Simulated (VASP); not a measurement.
# Ge (Imma) in VASP: a series of runs

Ge is run at these levels: LDA; tasks: single point.

Program: VASP 6.6.1. These are calculated values, not measurements. Logs are shortened: lines on timing, memory, paths and dates and some standing lists are left out, and cuts for length are marked.

### 1 The cell of the first run

Symmetry: Imma, No. 74, orthorhombic system. Conventional cell: a = 4.890 Å, b = 5.193 Å, c = 2.815 Å, α = 90.00°, β = 90.00°, γ = 90.00°. Within 3.5 Å of Ge (site symmetry mm2) lie 8 Ge at 2.62 to 3.02 Å.

### 2 Single point, LDA (volume scaled by 0.94)

File INCAR:

```
  PREC = Accurate
  ENCUT = 520
  EDIFF = 1E-7
  ISMEAR = -1
  SIGMA = 0.05
  LREAL = False
  LASPH = True
  NELM = 100
  ALGO = Normal
  ISIF = 2
  LWAVE = False
  LCHARG = False
  GGA = CA
  NBANDS = 21
```

File KPOINTS:

```
Automatic mesh
0
Gamma
  11 11 11
```

File POSCAR:

```
Ge
1.0
   -2.4449470096      2.5967485709      1.4076133202
    2.4449470096     -2.5967485709      1.4076133202
    2.4449470096      2.5967485709     -1.4076133202
Ge
2
Direct
    0.3140570000      0.0640570000      0.2500000000
    0.6859430000      0.9359430000      0.7500000000
```

Potentials or basis: VASP PAW LDA potentials, release 64 (Ge_d).

The run is started by

```console
$ cat potpaw_LDA.64/Ge_d/POTCAR > POTCAR
$ mpirun -np 1 vasp_std > vasp.out
```

OUTCAR:

```text
PREC = Accurate
   ENCUT = 520
   EDIFF = 1E-7
   ISMEAR = -1
   LREAL = False
   LASPH = True
   NELM = 100
   ISIF = 2
   GGA = CA

 ion  position               nearest neighbor table
   1  0.314  0.064  0.250-   2 2.62   2 2.62   2 2.66   2 2.66
   2  0.686  0.936  0.750-   1 2.62   1 2.62   1 2.66   1 2.66

  LATTYP: Found a body centered orthorhombic cell.
 ALAT       =     2.8152266404
 B/A-ratio  =     1.7369450648
 C/A-ratio  =     1.8447882907

  Lattice vectors:

 A1 = (   2.4449470096,  -2.5967485709,   1.4076133202)
 A2 = (  -2.4449470096,  -2.5967485709,  -1.4076133202)
 A3 = (   2.4449470096,   2.5967485709,  -1.4076133202)

Analysis of symmetry for initial positions (statically):
=====================================================================
 Subroutine PRICEL returns:
 Original cell was already a primitive cell.

 Routine SETGRP: Setting up the symmetry group for a
 body centered orthorhombic supercell.

 Subroutine GETGRP returns: Found  8 space group operations
 (whereof  4 operations were pure point group operations)
 out of a pool of  8 trial point group operations.

The static configuration has the point symmetry C_2h.
 The point group associated with its full space group is D_2h.

Analysis of symmetry for dynamics (positions and initial velocities):
=====================================================================
 Subroutine PRICEL returns:
 Original cell was already a primitive cell.

 Routine SETGRP: Setting up the symmetry group for a
 body centered orthorhombic supercell.

 Subroutine GETGRP returns: Found  8 space group operations
 (whereof  4 operations were pure point group operations)
 out of a pool of  8 trial point group operations.

The dynamic configuration has the point symmetry C_2h.
 The point group associated with its full space group is D_2h.

 Subroutine INISYM returns: Found  8 space group operations
 (whereof  4 operations are pure point group operations),
 and found     1 'primitive' translations

----------------------------------------------------------------------------------------

                                     Primitive cell

  volume of cell :      35.7473

  direct lattice vectors                    reciprocal lattice vectors
    -2.444947010  2.596748571  1.407613320     0.000000000  0.192548484  0.355211188
     2.444947010 -2.596748571  1.407613320     0.204503410  0.000000000  0.355211188
     2.444947010  2.596748571 -1.407613320     0.204503410  0.192548484  0.000000000

  length of vectors
     3.834350568  3.834350568  3.834350568     0.404041962  0.409873923  0.280885320

  position of ions in fractional coordinates (direct lattice)
     0.314057000  0.064057000  0.250000000
     0.685943000  0.935943000  0.750000000

  ion indices of the primitive-cell ions
   primitive index   ion index
                 1           1
                 2           2

----------------------------------------------------------------------------------------

 KPOINTS: Automatic mesh

Automatic generation of k-mesh.
 Grid dimensions read from file:
 generate k-points for:   11   11   11

 Generating k-lattice:

  Cartesian coordinates                     Fractional coordinates (reciprocal lattice)
     0.000000000  0.017504408  0.032291926     0.090909091  0.000000000  0.000000000
     0.018591219  0.000000000  0.032291926    -0.000000000  0.090909091  0.000000000
     0.018591219  0.017504408  0.000000000    -0.000000000  0.000000000  0.090909091

  Length of vectors
     0.036731087  0.037261266  0.025535029

  Shift w.r.t. Gamma in fractional coordinates (k-lattice)
     0.000000000  0.000000000  0.000000000

 Subroutine IBZKPT returns following result:
 ===========================================

 Found    216 irreducible k-points:

 Following reciprocal coordinates:
            Coordinates               Weight
  0.000000  0.000000  0.000000      1.000000
  0.090909 -0.000000  0.000000      4.000000
  0.181818 -0.000000  0.000000      4.000000
  0.272727  0.000000  0.000000      4.000000
  0.363636 -0.000000  0.000000      4.000000
  0.454545 -0.000000  0.000000      4.000000
[... 16 lines left out ...]
  0.454545  0.181818  0.000000      8.000000
 -0.454545  0.181818  0.000000      8.000000
 [... further k-points ...]
   k-points           NKPTS =    216   k-points in BZ     NKDIM =    216   number of bands    NBANDS=     21
   number of dos      NEDOS =    301   number of ions     NIONS =      2
   total plane-waves  NPLWV =  27000
   dimension x,y,z NGX =    30 NGY =   30 NGZ =   30
   dimension x,y,z NGXF=    60 NGYF=   60 NGZF=   60
   ions per type =               2
   NGX,Y,Z   is equivalent  to a cutoff of  13.01, 13.01, 13.01 a.u.
   NGXF,Y,Z  is equivalent  to a cutoff of  26.01, 26.01, 26.01 a.u.
 SYSTEM =  unknown system
   PREC   = accura    normal or accurate (medium, high low for compatibility)
   ISTART =      0    job   : 0-new  1-cont  2-samecut
   ICHARG =      2    charge: 1-file 2-atom 10-const
   ISPIN  =      1    spin polarized calculation?
   LNONCOLLINEAR =      F non collinear calculations
   LSORBIT =      F    spin-orbit coupling
   LASPH  =      T    aspherical Exc in radial PAW
   ENCUT  =  520.0 eV  38.22 Ry    6.18 a.u.   7.13  7.13  7.13*2*pi/ulx,y,z
   NELM   =    100;   NELMIN=  2; NELMDL= -5     # of ELM steps
   EDIFF  = 0.1E-06   stopping-criterion for ELM
   LREAL  =      F    real-space projection
   EDIFFG = 0.1E-05   stopping-criterion for IOM
   NSW    =      0    number of steps for IOM
   IBRION =     -1    ionic relax: 0-MD 1-quasi-New 2-CG
   NFREE  =      0    steps in history (QN), initial steepest desc. (CG)
   ISIF   =      2    stress and relaxation
   ISYM   =      2    0-nonsym 1-usesym 2-fastsym
   POTIM  = 0.5000    time-step for ionic-motion
   TEBEG  =    0.0;   TEEND  =   0.0 temperature during run
   PSTRESS=    0.0 pullay stress
   NELECT =      28.0000    total number of electrons
   NUPDOWN=      -1.0000    fix difference up-down
   EMIN   =  10.00;   EMAX   =-10.00  energy-range for DOS
   EFERMI =   0.00;   METHOD = LEGACY
   ISMEAR =    -1;   SIGMA  =   0.05  broadening in eV -4-tet -1-fermi 0-gaus
   EFERMI_NEDOS =   21; number of points for ismear=-14 and -15
   IALGO  =     38    algorithm
   IMIX   =      4    mixing-type and parameters
     AMIX     =   0.40;   BMIX     =  1.00
     AMIX_MAG =   1.60;   BMIX_MAG =  1.00
  volume/ion in A,a.u.               =      17.87       120.62
  Fermi-wavevector in a.u.,A,eV,Ry     =   1.509084  2.851754 30.984997  2.277333
  Thomas-Fermi vector in A             =   2.619453
   LORBIT       =      0    0 simple, 1 ext, 2 COOP (PROOUT), +10 PAW based schemes
   GGA     = CA    functional components
   LHFCALC =     F    Hartree Fock is set to
   AEXX    =    0.0000 exact exchange contribution
   IVDW    =     0    specifies the selected vdW correction
   LEPSILON=     F    determine dielectric tensor
   LRPA    =     F    only Hartree local field effects (RPA)
 non-spin polarized calculation
  energy-cutoff  :      520.00
  volume of cell :       35.75
 maximum number of plane-waves:       977
 NGX is ok and might be reduce to    30
   NGX = 15   NGY = 15   NGZ = 15

 number of electron      27.9999985 magnetization

 Free energy of the ion-electron system (eV)
  ---------------------------------------------------
  ext. energy  EPLUGINS =         0.00000000
  ---------------------------------------------------
  free energy    TOTEN  =       -10.01249359 eV

  energy without entropy =      -10.00665074  energy(sigma->0) =      -10.00957216

 E-fermi :   6.9601     XC(G=0): -11.7909

 val. band max:        6.9538207522   @ k =   0.4545   0.3636   0.0000
 cond. band min:       6.9639634700   @ k =  -0.2727   0.3636   0.1818
 fundamental gap:      0.0101427178
 Fermi energy:         6.9600883120

 k-point     1 :       0.0000    0.0000    0.0000
  band No.  band energies     occupation
      1     -17.9527      2.00000
      2     -17.8593      2.00000
      3     -17.8576      2.00000
      4     -17.8550      2.00000
      5     -17.8115      2.00000
      6     -17.7692      2.00000
[... 13 lines left out ...]
     20      18.0354      0.00000
     21      20.1780      0.00000

 k-point     2 :       0.0909   -0.0000    0.0000
  band No.  band energies     occupation
      1     -17.9453      2.00000
      2     -17.8526      2.00000
      3     -17.8508      2.00000
      4     -17.8417      2.00000
      5     -17.8137      2.00000
      6     -17.7724      2.00000
[... 13 lines left out ...]
     20      18.2164      0.00000
     21      19.3163      0.00000

 k-point     3 :       0.1818   -0.0000    0.0000
  band No.  band energies     occupation
      1     -17.9251      2.00000
      2     -17.8391      2.00000
      3     -17.8270      2.00000
      4     -17.8185      2.00000
      5     -17.8087      2.00000
      6     -17.7777      2.00000
[... 13 lines left out ...]
     20      16.3436      0.00000
     21      19.4558      0.00000

 k-point     4 :       0.2727    0.0000    0.0000
  band No.  band energies     occupation
      1     -17.8971      2.00000
      2     -17.8282      2.00000
      3     -17.8144      2.00000
      4     -17.8063      2.00000
      5     -17.7703      2.00000
      6     -17.7678      2.00000
[... 13 lines left out ...]
     20      15.1213      0.00000
     21      20.1299      0.00000

 k-point     5 :       0.3636   -0.0000    0.0000
  band No.  band energies     occupation
      1     -17.8676      2.00000
      2     -17.8278      2.00000
      3     -17.7998      2.00000
      4     -17.7960      2.00000
      5     -17.7739      2.00000
      6     -17.7731      2.00000
[... 13 lines left out ...]
     20      15.6625      0.00000
     21      21.3513      0.00000

 k-point     6 :       0.4545   -0.0000    0.0000
  band No.  band energies     occupation
      1     -17.8436      2.00000
      2     -17.8217      2.00000
      3     -17.8050      2.00000
      4     -17.8022      2.00000
      5     -17.7874      2.00000
      6     -17.7696      2.00000
[... 13 lines left out ...]
     20      18.2562      0.00000
     21      19.0451      0.00000

 k-point     7 :      -0.0000    0.0909    0.0000
  band No.  band energies     occupation
      1     -17.9476      2.00000
      2     -17.8529      2.00000
      3     -17.8519      2.00000
      4     -17.8462      2.00000
      5     -17.8069      2.00000
      6     -17.7744      2.00000
[... 13 lines left out ...]
     20      18.3334      0.00000
     21      18.3440      0.00000
[... 291 lines left out ...]
      1     -17.9081      2.00000
      2     -17.8341      2.00000
      3     -17.8244      2.00000
      4     -17.8121      2.00000
      5     -17.7885      2.00000
      6     -17.7432      2.00000
[... 13 lines left out ...]
     20      15.3989      0.00000
     21      18.0688      0.00000

 k-point    21 :       0.2727    0.1818    0.0000
  band No.  band energies     occupation
      1     -17.8913      2.00000
      2     -17.8326      2.00000
      3     -17.8286      2.00000
      4     -17.8009      2.00000
      5     -17.7718      2.00000
      6     -17.7627      2.00000
[... 13 lines left out ...]
     20      17.2607      0.00000
     21      19.4457      0.00000

 k-point    22 :       0.3636    0.1818    0.0000
  band No.  band energies     occupation
      1     -17.8732      2.00000
      2     -17.8389      2.00000
      3     -17.8208      2.00000
      4     -17.7827      2.00000
      5     -17.7796      2.00000
      6     -17.7483      2.00000
[... 13 lines left out ...]
     20      18.2952      0.00000
     21      19.6211      0.00000

 k-point    23 :       0.4545    0.1818    0.0000
  band No.  band energies     occupation
      1     -17.8639      2.00000
      2     -17.8299      2.00000
      3     -17.8067      2.00000
      4     -17.7981      2.00000
      5     -17.7734      2.00000
      6     -17.7413      2.00000
[... 13 lines left out ...]
     20      18.1319      0.00000
     21      19.3843      0.00000

 k-point    24 :      -0.4545    0.1818    0.0000
  band No.  band energies     occupation
      1     -17.8673      2.00000
      2     -17.8235      2.00000
      3     -17.8125      2.00000
      4     -17.7932      2.00000
      5     -17.7871      2.00000
      6     -17.7423      2.00000
[... 13 lines left out ...]
     20      18.0884      0.00000
     21      18.3301      0.00000

 [... further k-points ...]

------------------------ aborting loop because EDIFF is reached ----------------------------------------

  FORCE on cell =-STRESS in cart. coord.  units (eV):
  Direction    XX          YY          ZZ          XY          YZ          ZX
  --------------------------------------------------------------------------------------
  -------------------------------------------------------------------------------------
  Total        0.3766580     -0.1413041      0.0224892      0.0000000      0.0000000      0.0000000
  in kB       16.8816570     -6.3331909      1.0079584      0.0000000      0.0000000      0.0000000
  external PRESSURE =       3.8521415 kB  Pullay stress =       0.0000000 kB

 VOLUME and BASIS-vectors are now :
 -----------------------------------------------------------------------------
  energy-cutoff  :      520.00
  volume of cell :       35.75
      direct lattice vectors                 reciprocal lattice vectors
    -2.444947010  2.596748571  1.407613320     0.000000000  0.192548484  0.355211188
     2.444947010 -2.596748571  1.407613320     0.204503410  0.000000000  0.355211188
     2.444947010  2.596748571 -1.407613320     0.204503410  0.192548484  0.000000000

 POSITION                                       TOTAL-FORCE (eV/Angst)
 -----------------------------------------------------------------------------------
      0.00000      1.29837      0.18033        -0.000000      0.000000      0.062608
      2.44495      1.29837      1.22728         0.000000     -0.000000     -0.062608
 -----------------------------------------------------------------------------------
    total drift:                               -0.000000     -0.000000      0.000000

  FREE ENERGIE OF THE ION-ELECTRON SYSTEM (eV)
  ---------------------------------------------------
  free  energy   TOTEN  =       -10.0124935875 eV

  energy  without entropy=      -10.0066507413  energy(sigma->0) =      -10.00957216
```

It took 2.6 min on 1 thread of Intel Xeon Platinum 8488C (Sapphire Rapids), shared host; peak memory 0.24 GiB.

Results:

```
Free energy            : -10.0125 eV
Pressure               : 0.4 GPa
Largest force          : 0.063 eV/Å
Band gap on the k mesh : zero (band 14 reaches 9.21 eV, above the bottom of band 15 at 3.59 eV)
```

Forces on the atoms (eV/Å):
```
Ge   0.000  0.000  0.063
Ge   0.000  0.000 -0.063
```

Stress tensor (GPa, compression positive):
```
 1.69  0.00  0.00
 0.00 -0.63  0.00
 0.00  0.00  0.10
```

Levels at points of the mesh, in eV from the Fermi level:
```csv
k point,band 12,band 13,band 14,band 15,band 16,band 17
"(0.00, 0.00, 0.00)",-3.70,-2.54,-2.06,3.41,7.23,7.51
```

### 3 Single point, LDA (volume scaled by 1.02)

File INCAR:

```
PREC = Accurate ; ENCUT = 520
EDIFF = 1E-6 ; ISMEAR = -1
SIGMA = 0.05 ; LREAL = False
LASPH = True ; NELM = 60
ALGO = Normal ; ISIF = 2
LWAVE = False ; LCHARG = False
NBANDS = 21
```

File KPOINTS:

```
regular mesh
0
Gamma
  11 11 11
```

File POSCAR:

```
Ge
1.0
   -2.5124276075      2.6684188957      1.4464634826
    2.5124276075     -2.6684188957      1.4464634826
    2.5124276075      2.6684188957     -1.4464634826
Ge
2
Direct
    0.3140570000      0.0640570000      0.2500000000
    0.6859430000      0.9359430000      0.7500000000
```

Potentials or basis: VASP PAW LDA potentials, release 64 (Ge_d).

The run is started by

```console
$ cat potpaw_LDA.64/Ge_d/POTCAR > POTCAR
$ mpirun -np 1 vasp_std > vasp.out
```

Run time: 3 min. Hardware: 1 thread of Intel Xeon Platinum 8488C (Sapphire Rapids), shared host; peak memory 0.24 GiB.

It converged, with:

- Free energy: -9.9631 eV
- Pressure: -5.4 GPa
- Largest force: 0.070 eV/Å
- Band gap on the k mesh: zero (band 14 reaches 8.00 eV, above the bottom of band 15 at 3.03 eV)

Forces on the atoms (eV/Å):
```
Ge   0.000  0.000  0.070
Ge   0.000  0.000 -0.070
```

Stress tensor (GPa, compression positive):
```
-4.36  0.00  0.00
 0.00 -6.23  0.00
 0.00  0.00 -5.66
```

Levels at points of the mesh, in eV from the Fermi level:
| k point | band 11 | band 12 | band 13 | band 14 | band 15 | band 16 | band 17 | band 18 |
| --- | --- | --- | --- | --- | --- | --- | --- | --- |
| (0.00, 0.00, 0.00) | -12.94 | -3.99 | -2.28 | -1.85 | 3.59 | 6.77 | 6.94 | 7.63 |
